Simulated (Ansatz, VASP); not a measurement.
## Na2S: VASP beside Ansatz

```xyz
3
Lattice="0.0000 3.2630 3.2630 3.2630 0.0000 3.2630 3.2630 3.2630 0.0000" Properties=species:S:1:pos:R:3 pbc="T T T"
Na    1.6315    1.6315    1.6315
Na    4.8945    4.8945    4.8945
S     0.0000    0.0000    0.0000
```

Alike in both runs: task single point; functional PBEsol; k mesh 8 × 8 × 8; occupations fermi-dirac, width 0.02 eV; no spin polarisation.

|  | VASP | Ansatz |
| --- | --- | --- |
| version | VASP 6.6.1 | Ansatz 0.2.0 |
| potentials or method | VASP PAW PBE potentials, release 64 (Na_pv, S), cutoff 500 eV | all-electron LAPW, scalar-relativistic |

|  | VASP | Ansatz | Ansatz less VASP |
| --- | --- | --- | --- |
| gap on the k mesh at the Fermi level (eV) | 2.39 | 2.39 | +0.004 |
| pressure (GPa) | -0.3 | -0.3 | -0.04 |

VASP's potentials were made for PBE, not for PBEsol. Ansatz ran all-electron here, and VASP with PAW potentials.
